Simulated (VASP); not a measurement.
# NaH (F-43m) in VASP: single point with PBE

Aim: the single point of NaH with PBE.

Everything below comes from runs of VASP 6.6.1. Logs are shortened: lines on timing, memory, paths and dates and some standing lists are left out, and cuts for length are marked.

## Step 1: The cell of the first run

Symmetry: F-43m, No. 216, cubic system. The conventional cell has a = 5.279 Å, b = 5.279 Å, c = 5.279 Å, α = 90.00°, β = 90.00°, γ = 90.00°. Within 3.0 Å of Na (site symmetry -43m) lie 4 H at 2.29 Å. Within 3.0 Å of H (site symmetry -43m) lie 4 Na at 2.29 Å.

## Step 2: Single point, PBE (volume changed by +5%)

Contents of INCAR:

```
PREC     = Accurate       # precision mode
ENCUT    = 520            # plane-wave cutoff, eV
EDIFF    = 1E-7           # SCF threshold, eV
ISMEAR   = 0              # smearing method
SIGMA    = 0.01           # smearing width, eV
LREAL    = F              # projectors in reciprocal space
LASPH    = T              # aspherical terms in the spheres
NELM     = 60             # most SCF steps
ALGO     = Normal         # electronic algorithm
ISIF     = 2              # what is computed and relaxed
LWAVE    = F              # write WAVECAR
LCHARG   = F              # write CHGCAR
GGA      = PE             # functional
NBANDS   = 11             # bands
```

Contents of KPOINTS:

```
Automatic mesh
0
Gamma
  6 6 6
```

Contents of POSCAR:

```
NaH
1.0
    0.0000000000      2.6395011037      2.6395011037
    2.6395011037      0.0000000000      2.6395011037
    2.6395011037      2.6395011037      0.0000000000
Na H
1 1
Direct
    0.0000000000      0.0000000000      0.0000000000
    0.2500000000      0.2500000000      0.2500000000
```

Potentials or basis: VASP PAW PBE potentials, release 64 (Na_pv, H).

Command:

```bash
> cat potpaw_PBE.64/Na_pv/POTCAR potpaw_PBE.64/H/POTCAR > POTCAR
> mpirun -np 1 vasp_std > vasp.out
```

OUTCAR:

```text
PREC = Accurate
   ENCUT = 520
   EDIFF = 1E-7
   ISMEAR = 0
   LREAL = F
   LASPH = T
   NELM = 60
   ISIF = 2
   GGA = PE

 ion  position               nearest neighbor table
   1  0.000  0.000  0.000-
   2  0.250  0.250  0.250-

  LATTYP: Found a face centered cubic cell.
 ALAT       =     5.2790022074

  Lattice vectors:

 A1 = (   0.0000000000,   2.6395011037,   2.6395011037)
 A2 = (   2.6395011037,   0.0000000000,   2.6395011037)
 A3 = (   2.6395011037,   2.6395011037,   0.0000000000)

Analysis of symmetry for initial positions (statically):
=====================================================================
 Subroutine PRICEL returns:
 Original cell was already a primitive cell.

 Routine SETGRP: Setting up the symmetry group for a
 face centered cubic supercell.

 Subroutine GETGRP returns: Found 24 space group operations
 (whereof 24 operations were pure point group operations)
 out of a pool of 48 trial point group operations.

The static configuration has the point symmetry T_d .

Analysis of symmetry for dynamics (positions and initial velocities):
=====================================================================
 Subroutine PRICEL returns:
 Original cell was already a primitive cell.

 Routine SETGRP: Setting up the symmetry group for a
 face centered cubic supercell.

 Subroutine GETGRP returns: Found 24 space group operations
 (whereof 24 operations were pure point group operations)
 out of a pool of 48 trial point group operations.

The dynamic configuration has the point symmetry T_d .

 Subroutine INISYM returns: Found 24 space group operations
 (whereof 24 operations are pure point group operations),
 and found     1 'primitive' translations

----------------------------------------------------------------------------------------

                                     Primitive cell

  volume of cell :      36.7786

  direct lattice vectors                    reciprocal lattice vectors
     0.000000000  2.639501104  2.639501104    -0.189429737  0.189429737  0.189429737
     2.639501104  0.000000000  2.639501104     0.189429737 -0.189429737  0.189429737
     2.639501104  2.639501104  0.000000000     0.189429737  0.189429737 -0.189429737

  length of vectors
     3.732818259  3.732818259  3.732818259     0.328101929  0.328101929  0.328101929

  position of ions in fractional coordinates (direct lattice)
     0.000000000  0.000000000  0.000000000
     0.250000000  0.250000000  0.250000000

  ion indices of the primitive-cell ions
   primitive index   ion index
[... 73 lines left out ...]
   POTIM  = 0.5000    time-step for ionic-motion
   TEBEG  =    0.0;   TEEND  =   0.0 temperature during run
   PSTRESS=    0.0 pullay stress
   NELECT =       8.0000    total number of electrons
   NUPDOWN=      -1.0000    fix difference up-down
   EMIN   =  10.00;   EMAX   =-10.00  energy-range for DOS
   EFERMI =   0.00;   METHOD = LEGACY
   ISMEAR =     0;   SIGMA  =   0.01  broadening in eV -4-tet -1-fermi 0-gaus
   EFERMI_NEDOS =   21; number of points for ismear=-14 and -15
   IALGO  =     38    algorithm
   IMIX   =      4    mixing-type and parameters
     AMIX     =   0.40;   BMIX     =  1.00
     AMIX_MAG =   1.60;   BMIX_MAG =  1.00
  volume/ion in A,a.u.               =      18.39       124.10
  Fermi-wavevector in a.u.,A,eV,Ry     =   0.984554  1.860538 13.188767  0.969347
  Thomas-Fermi vector in A             =   2.115796
   LORBIT       =      0    0 simple, 1 ext, 2 COOP (PROOUT), +10 PAW based schemes
   GGA     = PE    functional components
   LHFCALC =     F    Hartree Fock is set to
   AEXX    =    0.0000 exact exchange contribution
   IVDW    =     0    specifies the selected vdW correction
   LEPSILON=     F    determine dielectric tensor
   LRPA    =     F    only Hartree local field effects (RPA)
 non-spin polarized calculation
 Gauss-broadening in eV      SIGMA  =   0.01
  energy-cutoff  :      520.00
  volume of cell :       36.78
 maximum number of plane-waves:      1002
   NGX = 13   NGY = 13   NGZ = 13

 number of electron       7.9999996 magnetization

 Free energy of the ion-electron system (eV)
  ---------------------------------------------------
  ext. energy  EPLUGINS =         0.00000000
  ---------------------------------------------------
  free energy    TOTEN  =        -4.98841319 eV

  energy without entropy =       -4.98841319  energy(sigma->0) =       -4.98841319

 E-fermi :  -1.9767     XC(G=0):  -6.7272

 val. band max:       -2.0360030692   @ k =  -0.3333   0.5000   0.1667
 cond. band min:       1.5567057754   @ k =   0.5000   0.0000   0.0000
 fundamental gap:      3.5927088447
 Fermi energy:        -1.9766959747

 k-point     1 :       0.0000    0.0000    0.0000
  band No.  band energies     occupation
      1     -24.0930      2.00000
      2     -24.0930      2.00000
      3     -24.0930      2.00000
      4      -4.7304      2.00000
      5       5.9474      0.00000
      6      11.0300      0.00000
      7      11.0300      0.00000
      8      11.0301      0.00000
      9      13.5260      0.00000
     10      13.5260      0.00000
     11      13.5260      0.00000
[... 197 lines left out ...]
 k-point    16 :      -0.3333    0.5000    0.1667
  band No.  band energies     occupation
      1     -24.1254      2.00000
      2     -24.1127      2.00000
      3     -24.1071      2.00000
      4      -2.0360      2.00000
      5       3.4694      0.00000
      6       4.2050      0.00000
      7       5.6360      0.00000
      8      10.0603      0.00000
      9      12.8057      0.00000
     10      14.7493      0.00000
     11      17.4650      0.00000

------------------------ aborting loop because EDIFF is reached ----------------------------------------

  FORCE on cell =-STRESS in cart. coord.  units (eV):
  Direction    XX          YY          ZZ          XY          YZ          ZX
  --------------------------------------------------------------------------------------
  -------------------------------------------------------------------------------------
  Total       -0.1350671     -0.1350671     -0.1350671      0.0000000     -0.0000000     -0.0000000
  in kB       -5.8838899     -5.8838899     -5.8838899      0.0000000     -0.0000000     -0.0000000
  external PRESSURE =      -5.8838899 kB  Pullay stress =       0.0000000 kB

 VOLUME and BASIS-vectors are now :
 -----------------------------------------------------------------------------
  energy-cutoff  :      520.00
  volume of cell :       36.78
      direct lattice vectors                 reciprocal lattice vectors
     0.000000000  2.639501104  2.639501104    -0.189429737  0.189429737  0.189429737
     2.639501104  0.000000000  2.639501104     0.189429737 -0.189429737  0.189429737
     2.639501104  2.639501104  0.000000000     0.189429737  0.189429737 -0.189429737

 POSITION                                       TOTAL-FORCE (eV/Angst)
 -----------------------------------------------------------------------------------
      0.00000      0.00000      0.00000        -0.000000      0.000000      0.000000
      1.31975      1.31975      1.31975         0.000000     -0.000000     -0.000000
 -----------------------------------------------------------------------------------
    total drift:                                0.000001      0.000001      0.000001

  FREE ENERGIE OF THE ION-ELECTRON SYSTEM (eV)
  ---------------------------------------------------
  free  energy   TOTEN  =        -4.9884131920 eV

  energy  without entropy=       -4.9884131920  energy(sigma->0) =       -4.98841319
```

stdout:

```text
POSCAR found type information on POSCAR NaH
 POSCAR found :  2 types and       2 ions
 scaLAPACK will be used
 LDA part: xc-table for (Slater+PW92), standard interpolation
 POSCAR, INCAR and KPOINTS ok, starting setup
 FFT: planning ... GRIDC
 FFT: planning ... GRID_SOFT
 FFT: planning ... GRID
 WAVECAR not read
 entering main loop
```

Wall time 12 s (1 thread of Intel Xeon 8259CL, shared host); peak memory 0.15 GiB.

What came out:

| Property | Result |
| --- | --- |
| Free energy | -4.9884 eV |
| Pressure | -0.6 GPa |
| Band gap on the k mesh | 3.59 eV, indirect (least direct gap 4.25 eV) |

 A k mesh can miss the band edges.
